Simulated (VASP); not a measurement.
Runs of VASP 6.6.1 on BeS. The structure is cubic, space group Fm-3m (No. 225). Conventional cell: a = 4.635 Å, b = 4.635 Å, c = 4.635 Å, α = 90.00°, β = 90.00°, γ = 90.00°. Within 3.1 Å of Be (site symmetry m-3m) lie 6 S at 2.32 Å. Within 3.1 Å of S (site symmetry m-3m) lie 6 Be at 2.32 Å. 

```tsv
task	level	potentials or basis	k mesh	cutoff (eV)	smearing	GW scheme	GW iterations	cutoff of the response function	frequency points	empty bands	gap on the mesh (eV)	pressure (GPa)
single point	PBEsol	VASP PAW PBE potentials, release 64 (Be, S)	6 × 6 × 6	600	methfessel-paxton 0.13 eV	-	-	-	-	-	0.96	-2.8
single point	PBEsol	VASP PAW PBE potentials, release 64 (Be, S)	6 × 6 × 6	600	methfessel-paxton 0.05 eV	-	-	-	-	-	0.96	-2.8
single point	PBEsol	VASP PAW PBE potentials, release 64 (Be, S)	6 × 6 × 6	600	methfessel-paxton 0.2 eV	-	-	-	-	-	0.96	-2.8
single point	PBEsol	VASP PAW PBE potentials, release 64 (Be, S)	5 × 5 × 5	600	gaussian 0.01 eV	-	-	-	-	-	(a)	-2.4
single point	PBEsol	VASP PAW PBE potentials, release 64 (Be, S)	6 × 6 × 6	600	gaussian 0.001 eV	-	-	-	-	-	0.96	-2.8
```

Alike in all rows: no spin polarisation; cell as given.

Question: Estimate the missing entries.

Answer: (a) 1.42.

Caveats: some runs use coarse meshes; the PAW data sets were made with another functional, which shifts forces and pressure a little.

A k mesh can miss the band edges.
